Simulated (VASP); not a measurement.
# K8Mg9F24 (a cell with a defect) in VASP: further runs

K8Mg9F24 (a cell with a defect) is run at these levels: PBEsol; tasks: single point, relaxation of the atoms.

All numbers are computed with VASP 6.6.1; they aren't measurements. Logs are shortened: lines on timing, memory, paths and dates and some standing lists are left out, and cuts for length are marked.

### 1 The cell of the first run

The cell holds a defect, 41 atoms: a = 7.983 Å, b = 7.983 Å, c = 7.983 Å, α = 90.00°, β = 90.00°, γ = 90.00°.

### 2 Single point, PBEsol

The input, INCAR:

```
ALGO     = Normal         # electronic algorithm
EDIFF    = 1E-6           # SCF threshold, eV
ENCUT    = 520            # plane-wave cutoff, eV
GGA      = PS             # functional
GGA_COMPAT= False        
ISIF     = 2              # what is computed and relaxed
ISMEAR   = -1             # smearing method
ISYM     = -1           
LASPH    = True           # aspherical terms in the spheres
LCHARG   = True           # write CHGCAR
LELF     = True           # ELF
LREAL    = Auto         
LVHAR    = True         
LWAVE    = False          # write WAVECAR
NBANDS   = 155            # bands
NELECT   = 256.0        
NELM     = 120            # most SCF steps
PREC     = Accurate       # precision mode
SIGMA    = 0.05           # smearing width, eV
```

The input, KPOINTS:

```
explicit points
1
Reciprocal
  0.25000000   0.25000000   0.25000000 1
```

The input, POSCAR:

```
K8Mg9F24
1.0
    7.9825440000      0.0000000000      0.0000000000
    0.0000000000      7.9825440000      0.0000000000
    0.0000000000      0.0000000000      7.9825440000
K Mg F
8 9 24
Direct
    0.9912860000      0.0000320000      0.9997820000
    0.9912710000      0.0000280000      0.4997760000
    0.9912610000      0.5000320000      0.9997990000
    0.9359970000      0.4997280000      0.4995970000
    0.5074530000      0.0000490000      0.9997490000
    0.5077090000      0.0000330000      0.4998450000
    0.5077020000      0.5001090000      0.9998050000
    0.5641880000      0.5002250000      0.5000610000
    0.2493690000      0.2398250000      0.2395210000
    0.2494260000      0.2398390000      0.7600280000
    0.2494200000      0.7603420000      0.2395070000
    0.2494770000      0.7603270000      0.7600330000
    0.7493280000      0.2457750000      0.2455490000
    0.7494670000      0.2457800000      0.7540700000
    0.7494600000      0.7542810000      0.2455710000
    0.7495970000      0.7542840000      0.7540570000
    0.2503690000      0.5001440000      0.4997250000
    0.2497240000      0.2558990000      0.9997810000
    0.2490980000      0.2657400000      0.4997740000
    0.2499200000      0.7443200000      0.9997670000
    0.2491130000      0.7345260000      0.4997730000
    0.7490980000      0.2480840000      0.9998060000
    0.7496270000      0.2467300000      0.4998180000
    0.7491060000      0.7519770000      0.9998140000
    0.7500340000      0.7532780000      0.4998060000
    0.0020490000      0.2557930000      0.2555840000
    0.0021480000      0.2557260000      0.7440260000
    0.0021510000      0.7442960000      0.2554460000
    0.0022080000      0.7443720000      0.7441420000
    0.4966530000      0.2565420000      0.2562560000
    0.4967190000      0.2566130000      0.7433600000
    0.4966960000      0.7435570000      0.2564000000
    0.4968050000      0.7434860000      0.7432050000
    0.2497530000      0.0000860000      0.2555010000
    0.2498940000      0.0000750000      0.7440230000
    0.2490580000      0.5000820000      0.2653460000
    0.2491580000      0.5000930000      0.7341210000
    0.7490720000      0.0000280000      0.2478640000
    0.7491360000      0.0000340000      0.7517520000
    0.7496590000      0.5000360000      0.2465490000
    0.7500060000      0.5000290000      0.7530890000
```

Potentials or basis: VASP PAW PBE potentials, release 64 (K_sv, Mg, F).

Launch:

```sh
cat potpaw_PBE.64/K_sv/POTCAR potpaw_PBE.64/Mg/POTCAR potpaw_PBE.64/F/POTCAR > POTCAR
mpirun -np 1 vasp_std > vasp.out
```

OUTCAR:

```text
EDIFF = 1E-6
   ENCUT = 520
   GGA = PS
   ISIF = 2
   ISMEAR = -1
   ISYM = -1
   LASPH = True
   LREAL = Auto
   NELECT = 256.0
   NELM = 120
   PREC = Accurate

 ion  position               nearest neighbor table
   1  0.991  0.000  1.000-  39 2.77  24 2.77  22 2.77  38 2.77  16 3.38  14 3.38  15 3.38  13 3.38
                            11 3.40   9 3.40  12 3.40  10 3.40
   2  0.991  0.000  0.500-  25 2.75  23 2.76  38 2.79  39 2.79  27 2.82  26 2.82  29 2.82  28 2.82
                            34 2.84  35 2.84  16 3.42  15 3.42  14 3.42  13 3.42  11 3.50   9 3.50
   3  0.991  0.500  1.000-  41 2.75  40 2.76  24 2.79  22 2.79  28 2.82  29 2.82  26 2.82  27 2.82
                            18 2.84  20 2.84  16 3.42  14 3.42  15 3.42  13 3.42   9 3.50  10 3.50
   4  0.936  0.500  0.500-  23 2.51  40 2.51  17 2.51  41 2.51  25 2.51  26 2.80  27 2.81  28 2.81
                            29 2.81   8 2.97  13 3.23  14 3.23  15 3.23  16 3.24
   5  0.507  0.000  1.000-  39 2.76  22 2.76  24 2.76  38 2.76  13 3.38  14 3.38  15 3.38  16 3.38
                            12 3.40  11 3.40  10 3.40   9 3.40
   6  0.508  0.000  0.500-  23 2.76  25 2.76  39 2.79  38 2.79  33 2.82  32 2.82  31 2.83  30 2.83
                            35 2.83  34 2.84  13 3.42  14 3.42  15 3.42  16 3.42  12 3.50  10 3.50
   7  0.508  0.500  1.000-  40 2.76  41 2.76  24 2.78  22 2.79  31 2.82  33 2.82  30 2.82  32 2.82
                            20 2.83  18 2.84  15 3.42  13 3.42  16 3.42  14 3.42  12 3.50  11 3.50
   8  0.564  0.500  0.500-  17 2.51  41 2.51  25 2.51  23 2.51  40 2.51  33 2.80  31 2.80  32 2.80
                            30 2.80   4 2.97  16 3.23  14 3.23  15 3.23  13 3.23
   9  0.249  0.240  0.240-  34 1.92  18 1.92  26 1.98  30 1.98  36 2.09  19 2.09  17 2.94   1 3.40
                             5 3.40   3 3.50   2 3.50   7 3.50   6 3.50
  10  0.249  0.240  0.760-  18 1.92  35 1.92  27 1.98  31 1.98  19 2.09  37 2.09  17 2.94   5 3.40
                             1 3.40   3 3.50   2 3.50   6 3.50   7 3.50
  11  0.249  0.760  0.240-  20 1.92  34 1.92  28 1.98  32 1.98  36 2.09  21 2.09  17 2.94   5 3.40
                             1 3.40   2 3.50   3 3.50   7 3.50   6 3.50
  12  0.249  0.760  0.760-  20 1.92  35 1.92  29 1.98  33 1.98  37 2.09  21 2.09  17 2.94   5 3.40
                             1 3.40   6 3.50   2 3.50   7 3.50   3 3.50
  13  0.749  0.246  0.246-  22 1.96  38 1.96  26 2.02  30 2.02  40 2.03  23 2.03   8 3.23   4 3.23
                             5 3.38   1 3.38   6 3.42   7 3.42   2 3.42   3 3.42
  14  0.749  0.246  0.754-  22 1.96  39 1.96  27 2.02  31 2.02  41 2.03  23 2.03   8 3.23   4 3.23
                             1 3.38   5 3.38   6 3.42   3 3.42   7 3.42   2 3.42
  15  0.749  0.754  0.246-  38 1.96  24 1.96  28 2.02  32 2.02  25 2.03  40 2.03   8 3.23   4 3.23
                             1 3.38   5 3.38   7 3.42   2 3.42   6 3.42   3 3.42
  16  0.750  0.754  0.754-  39 1.96  24 1.96  29 2.02  33 2.02  25 2.03  41 2.03   8 3.23   4 3.24
                             1 3.38   5 3.38   3 3.42   2 3.42   7 3.42   6 3.42
  17  0.250  0.500  0.500-  36 1.87  21 1.87  37 1.87  19 1.87   8 2.51   4 2.51  11 2.94  12 2.94
                             9 2.94  10 2.94
  18  0.250  0.256  1.000-   9 1.92  10 1.92   7 2.84   3 2.84
  19  0.249  0.266  0.500-  17 1.87  10 2.09   9 2.09
  20  0.250  0.744  1.000-  12 1.92  11 1.92   7 2.83   3 2.84
  21  0.249  0.735  0.500-  17 1.87  12 2.09  11 2.09
  22  0.749  0.248  1.000-  14 1.96  13 1.96   5 2.76   1 2.77   7 2.79   3 2.79
  23  0.750  0.247  0.500-  14 2.03  13 2.03   8 2.51   4 2.51   2 2.76   6 2.76
  24  0.749  0.752  1.000-  15 1.96  16 1.96   5 2.76   1 2.77   7 2.78   3 2.79
  25  0.750  0.753  0.500-  15 2.03  16 2.03   8 2.51   4 2.51   2 2.75   6 2.76
  26  0.002  0.256  0.256-   9 1.98  13 2.02   4 2.80   2 2.82   3 2.82
  27  0.002  0.256  0.744-  10 1.98  14 2.02   4 2.81   2 2.82   3 2.82
  28  0.002  0.744  0.255-  11 1.98  15 2.02   4 2.81   3 2.82   2 2.82
[... 35 lines left out ...]
   TEBEG  =    0.0;   TEEND  =   0.0 temperature during run
   PSTRESS=    0.0 pullay stress
   NELECT =     256.0000    total number of electrons
   NUPDOWN=      -1.0000    fix difference up-down
   EMIN   =  10.00;   EMAX   =-10.00  energy-range for DOS
   EFERMI =   0.00;   METHOD = LEGACY
   ISMEAR =    -1;   SIGMA  =   0.05  broadening in eV -4-tet -1-fermi 0-gaus
   EFERMI_NEDOS =   21; number of points for ismear=-14 and -15
   IALGO  =     38    algorithm
   IMIX   =      4    mixing-type and parameters
     AMIX     =   0.40;   BMIX     =  1.00
     AMIX_MAG =   1.60;   BMIX_MAG =  1.00
  volume/ion in A,a.u.               =      12.41        83.72
  Fermi-wavevector in a.u.,A,eV,Ry     =   1.302207  2.460815 23.072000  1.695744
  Thomas-Fermi vector in A             =   2.433291
   LORBIT       =      0    0 simple, 1 ext, 2 COOP (PROOUT), +10 PAW based schemes
   GGA     = PS    functional components
   LHFCALC =     F    Hartree Fock is set to
   AEXX    =    0.0000 exact exchange contribution
   IVDW    =     0    specifies the selected vdW correction
   LEPSILON=     F    determine dielectric tensor
   LRPA    =     F    only Hartree local field effects (RPA)
 non-spin polarized calculation
  energy-cutoff  :      520.00
  volume of cell :      508.66
 maximum number of plane-waves:     13679
 NGX is ok and might be reduce to    60
   NGX = 29   NGY = 29   NGZ = 29

 number of electron     255.9999851 magnetization

 Free energy of the ion-electron system (eV)
  ---------------------------------------------------
  ext. energy  EPLUGINS =         0.00000000
  ---------------------------------------------------
  free energy    TOTEN  =      -207.91323576 eV

  energy without entropy =     -207.91323576  energy(sigma->0) =     -207.91323576

 E-fermi :  -0.2378     XC(G=0):  -9.9633

 val. band max:       -1.5359731678   @ k =   0.2500   0.2500   0.2500
 cond. band min:       5.6678426337   @ k =   0.2500   0.2500   0.2500
 fundamental gap:      7.2038158015
 Fermi energy:        -0.2377569936

 k-point     1 :       0.2500    0.2500    0.2500
  band No.  band energies     occupation
      1     -27.7619      2.00000
      2     -27.6076      2.00000
      3     -26.6862      2.00000
      4     -26.6686      2.00000
      5     -26.5524      2.00000
      6     -26.5515      2.00000
[... 132 lines left out ...]
    139       9.0716      0.00000
    140       9.1084      0.00000
 [bands above 140 left out]

------------------------ aborting loop because EDIFF is reached ----------------------------------------

  FORCE on cell =-STRESS in cart. coord.  units (eV):
  Direction    XX          YY          ZZ          XY          YZ          ZX
  --------------------------------------------------------------------------------------
  -------------------------------------------------------------------------------------
  Total       -2.9939572     -5.2989210     -5.2916787     -0.1831930     -0.1778491     -0.1699241
  in kB       -9.4304453    -16.6906814    -16.6678693     -0.5770261     -0.5601938     -0.5352315
  external PRESSURE =     -14.2629986 kB  Pullay stress =       0.0000000 kB

 VOLUME and BASIS-vectors are now :
 -----------------------------------------------------------------------------
  energy-cutoff  :      520.00
  volume of cell :      508.66
      direct lattice vectors                 reciprocal lattice vectors
     7.982544000  0.000000000  0.000000000     0.125273346  0.000000000  0.000000000
     0.000000000  7.982544000  0.000000000     0.000000000  0.125273346  0.000000000
     0.000000000  0.000000000  7.982544000     0.000000000  0.000000000  0.125273346

 POSITION                                       TOTAL-FORCE (eV/Angst)
 -----------------------------------------------------------------------------------
      7.91298      0.00026      7.98080         0.011970     -0.000136      0.001400
      7.91286      0.00022      3.98948         0.010673      0.000130      0.000612
      7.91278      3.99153      7.98094         0.011427     -0.000983      0.001074
      7.47164      3.98910      3.98806         0.058578      0.000950     -0.000337
      4.05077      0.00039      7.98054        -0.008270      0.000539      0.001691
      4.05281      0.00026      3.99003        -0.005830     -0.000102      0.000594
[... 33 lines left out ...]
      5.98419      3.99156      1.96809        -0.001451      0.000388     -0.013546
      5.98696      3.99150      6.01157        -0.000402     -0.000014      0.011508
 -----------------------------------------------------------------------------------
    total drift:                                0.017787     -0.001072      0.002709

  FREE ENERGIE OF THE ION-ELECTRON SYSTEM (eV)
  ---------------------------------------------------
  free  energy   TOTEN  =      -207.9132357596 eV

  energy  without entropy=     -207.9132357596  energy(sigma->0) =     -207.91323576
```

Run time: 2.6 min. Hardware: 1 thread of Intel Xeon Platinum 8375C at 2.90GHz (Ice Lake), shared host; peak memory 0.49 GiB.

What came out:

| Item | Value |
| --- | --- |
| Free energy | -207.9132 eV |
| Largest force | 0.060 eV/Å |

Forces on the atoms (eV/Å):
```
K    0.012  0.000  0.001
K    0.011  0.000  0.001
K    0.011 -0.001  0.001
K    0.059  0.001  0.000
K   -0.008  0.001  0.002
K   -0.006  0.000  0.001
K   -0.005 -0.001  0.000
K   -0.060  0.000  0.000
Mg   0.001 -0.009 -0.009
Mg   0.001 -0.008  0.009
Mg   0.001  0.008 -0.008
Mg   0.001  0.009  0.009
Mg  -0.001 -0.005 -0.005
Mg  -0.001 -0.005  0.004
Mg  -0.001  0.005 -0.006
Mg  -0.001  0.005  0.004
Mg  -0.002 -0.002  0.001
F   -0.002 -0.001 -0.001
F   -0.001  0.007 -0.001
F   -0.001 -0.001 -0.002
F   -0.003 -0.006 -0.001
F    0.001  0.003  0.000
F   -0.002 -0.012  0.000
F    0.001 -0.003 -0.001
F   -0.001  0.013 -0.001
F    0.001  0.003  0.002
F    0.001  0.000 -0.001
F    0.002 -0.002  0.001
F    0.001 -0.001 -0.001
F   -0.001  0.000  0.000
F   -0.001  0.001  0.000
F   -0.001  0.000  0.001
F   -0.002 -0.001  0.000
F   -0.002  0.001  0.001
F   -0.001  0.001  0.001
F   -0.001  0.000  0.007
F   -0.003  0.000 -0.008
F    0.000  0.000  0.003
F    0.000  0.000 -0.002
F   -0.001  0.000 -0.014
F    0.000  0.000  0.012
```

Caveat: the cell carries a net charge on a neutralising background, which shifts energy and pressure; the cell is charged against a uniform background, so pressure and absolute levels hang on convention; the PAW data sets were made with another functional, which shifts forces and pressure a little.

### 3 Relaxation of the atoms, PBEsol

The input, INCAR:

```
SYSTEM = K8Mg9F24
PREC = Accurate
ENCUT = 520
EDIFF = 1E-7
ISMEAR = -1
SIGMA = 0.05
LREAL = Auto
LASPH = .True.
NELM = 120
ALGO = Normal
ISIF = 2
LWAVE = .False.
LCHARG = .False.
GGA = PS
IBRION = 2
NSW = 100
EDIFFG = -0.03
NELECT = 256.0
ISYM = -1
GGA_COMPAT = .False.
NELMIN = 4
```

KPOINTS is that of step 2.

The input, POSCAR:

```
K8Mg9F24
1.0
    7.9825440000      0.0000000000      0.0000000000
    0.0000000000      7.9825440000      0.0000000000
    0.0000000000      0.0000000000      7.9825440000
K Mg F
8 9 24
Direct
    0.9977190000      0.9997370000      0.9992980000
    0.9991740000      0.9964470000      0.5026220000
    0.9997100000      0.4992150000      0.0012470000
    0.0026120000      0.5009040000      0.4998430000
    0.5026090000      0.9983280000      0.9986100000
    0.5010510000      0.0017040000      0.5010720000
    0.4971610000      0.5035330000      0.0004480000
    0.5035280000      0.4996510000      0.4997390000
    0.2474090000      0.2516930000      0.2550580000
    0.2480680000      0.2496630000      0.7484250000
    0.2522450000      0.7496110000      0.2524890000
    0.2493810000      0.7501330000      0.7476460000
    0.7494560000      0.2553070000      0.2493760000
    0.7458550000      0.2440740000      0.7548770000
    0.7498450000      0.7454680000      0.2445120000
    0.7502350000      0.7522940000      0.7490410000
    0.2499800000      0.5064520000      0.4951090000
    0.2484920000      0.2500570000      0.9986300000
    0.2524600000      0.2523310000      0.5004540000
    0.2502200000      0.7477020000      0.9953420000
    0.2481480000      0.7508320000      0.4973930000
    0.7465810000      0.2494880000      0.0041540000
    0.7520080000      0.2495250000      0.4958640000
    0.7490550000      0.7488130000      0.9985210000
    0.7500960000      0.7471300000      0.5010190000
    0.0016250000      0.2520120000      0.2473460000
    0.0002350000      0.2481180000      0.7499650000
    0.9974180000      0.7501970000      0.2506790000
    0.9997120000      0.7506580000      0.7512880000
    0.4978080000      0.2541240000      0.2547220000
    0.4994050000      0.2514560000      0.7454350000
    0.5019640000      0.7458030000      0.2481230000
    0.4959350000      0.7488140000      0.7514420000
    0.2483590000      0.0015640000      0.2512030000
    0.2480910000      0.9972000000      0.7522950000
    0.2479960000      0.5002060000      0.2501940000
    0.2502930000      0.5000430000      0.7519920000
    0.7481990000      0.0028540000      0.2481460000
    0.7512780000      0.0014790000      0.7454660000
    0.7510800000      0.4994170000      0.2504100000
    0.7471660000      0.4981980000      0.7519840000
```

Potentials or basis: VASP PAW PBE potentials, release 64 (K_sv, Mg, F).

Launch:

```sh
cat potpaw_PBE.64/K_sv/POTCAR potpaw_PBE.64/Mg/POTCAR potpaw_PBE.64/F/POTCAR > POTCAR
mpirun -np 1 vasp_std > vasp.out
```

Run time: 26 min. Hardware: 1 thread of Intel Xeon Platinum 8375C at 2.90GHz (Ice Lake), shared host; peak memory 0.58 GiB.

The run converged. Its results:

```
Free energy                  : -207.9128 eV
Energy gained by relaxing    : 115.9 meV/atom
Ionic steps                  : 15
Largest force after relaxing : 0.016 eV/Å
```

Forces in eV/Å, atoms in the order of the input:
```
K    0.012  0.000 -0.001
K    0.010  0.008  0.000
K    0.012  0.002 -0.002
K   -0.008  0.003 -0.009
K   -0.010  0.001  0.003
K   -0.008 -0.002  0.003
K   -0.002 -0.001 -0.001
K   -0.006  0.007  0.001
Mg  -0.003 -0.003  0.000
Mg  -0.005 -0.002 -0.007
Mg  -0.002 -0.005  0.002
Mg  -0.002 -0.006 -0.001
Mg  -0.002  0.004  0.002
Mg  -0.001  0.005  0.000
Mg   0.002 -0.004  0.001
Mg   0.000  0.000  0.001
Mg  -0.007 -0.011  0.005
F   -0.001  0.000  0.005
F    0.002 -0.008 -0.003
F    0.002  0.008 -0.001
F   -0.004 -0.001  0.004
F    0.006  0.006 -0.001
F   -0.007  0.007  0.003
F   -0.002 -0.005  0.002
F    0.000  0.000 -0.002
F   -0.008  0.000  0.000
F   -0.005  0.001 -0.007
F   -0.006 -0.004  0.003
F   -0.010  0.002 -0.001
F    0.015 -0.004 -0.003
F    0.008  0.006 -0.003
F    0.010 -0.003  0.007
F    0.014 -0.007 -0.002
F    0.001 -0.002 -0.006
F    0.006  0.005 -0.005
F    0.002 -0.005  0.003
F    0.000  0.003  0.004
F    0.001  0.000  0.002
F    0.000  0.002  0.004
F   -0.005  0.000  0.004
F    0.001  0.004 -0.006
```

The path:
```csv
step,energy change (eV),largest force (eV/Å),pressure (GPa)
1,0.0000,7.6023,-1.60
2,-4.3680,1.8751,-1.80
3,-4.5092,1.1511,-1.30
4,-4.5148,1.0485,-1.40
5,-4.6811,0.2956,-1.40
6,-4.7015,0.2358,-1.36
7,-4.7256,0.1767,-1.37
8,-4.7322,0.4136,-1.37
9,-4.7459,0.0877,-1.40
10,-4.7463,0.1372,-1.40
11,-4.7507,0.0584,-1.42
12,-4.7509,0.0708,-1.42
13,-4.7522,0.0333,-1.42
14,-4.7525,0.0434,-1.42
15,-4.7531,0.0159,-1.42
```

Final structure:
```cif
data_structure
_symmetry_space_group_name_H-M 'P 1'
_symmetry_Int_Tables_number 1
_cell_length_a 7.9825
_cell_length_b 7.9825
_cell_length_c 7.9825
_cell_angle_alpha 90.000
_cell_angle_beta 90.000
_cell_angle_gamma 90.000
_cell_volume 508.66
loop_
_atom_site_label
_atom_site_type_symbol
_atom_site_fract_x
_atom_site_fract_y
_atom_site_fract_z
_atom_site_occupancy
K1 K 0.99118 0.00004 0.99982 1
K2 K 0.99128 0.99957 0.49977 1
K3 K 0.99121 0.49990 0.00004 1
K4 K 0.93765 0.49891 0.50054 1
K5 K 0.50738 0.99991 0.99958 1
K6 K 0.50775 0.99989 0.49969 1
K7 K 0.50733 0.50025 0.99992 1
K8 K 0.56448 0.49873 0.50009 1
Mg1 Mg 0.24935 0.24029 0.23943 1
Mg2 Mg 0.24929 0.24016 0.76001 1
Mg3 Mg 0.24932 0.76110 0.23912 1
Mg4 Mg 0.24927 0.76077 0.76007 1
Mg5 Mg 0.74943 0.24550 0.24555 1
Mg6 Mg 0.74939 0.24517 0.75434 1
Mg7 Mg 0.74945 0.75407 0.24560 1
Mg8 Mg 0.74944 0.75390 0.75401 1
Mg9 Mg 0.25176 0.50148 0.49917 1
F1 F 0.25052 0.25635 0.99971 1
F2 F 0.24825 0.26707 0.49971 1
F3 F 0.24951 0.74428 0.99962 1
F4 F 0.24934 0.73557 0.49949 1
F5 F 0.74797 0.24745 0.99996 1
F6 F 0.75062 0.24582 0.49991 1
F7 F 0.74909 0.75192 0.99976 1
F8 F 0.74997 0.75258 0.49984 1
F9 F 0.00215 0.25520 0.25474 1
F10 F 0.00201 0.25533 0.74528 1
F11 F 0.00223 0.74527 0.25520 1
F12 F 0.00219 0.74414 0.74404 1
F13 F 0.49647 0.25753 0.25732 1
F14 F 0.49651 0.25613 0.74283 1
F15 F 0.49647 0.74333 0.25598 1
F16 F 0.49641 0.74366 0.74325 1
F17 F 0.25032 0.00066 0.25564 1
F18 F 0.24928 0.00036 0.74427 1
F19 F 0.24856 0.50077 0.26497 1
F20 F 0.24904 0.50048 0.73352 1
F21 F 0.74850 0.99982 0.24801 1
F22 F 0.74898 0.99957 0.75152 1
F23 F 0.75048 0.49980 0.24654 1
F24 F 0.74982 0.49951 0.75363 1
```

Levels at points of the mesh, in eV from the Fermi level:
```
           k point  band 126  band 127  band 128  band 129  band 130  band 131
(0.25, 0.25, 0.25)     -1.35     -1.34     -1.32      5.89      7.17      7.70
```

Caveat: the cell carries a net charge on a neutralising background, which shifts energy and pressure; the cell is charged against a uniform background, so pressure and absolute levels hang on convention; the PAW data sets were made with another functional, which shifts forces and pressure a little.
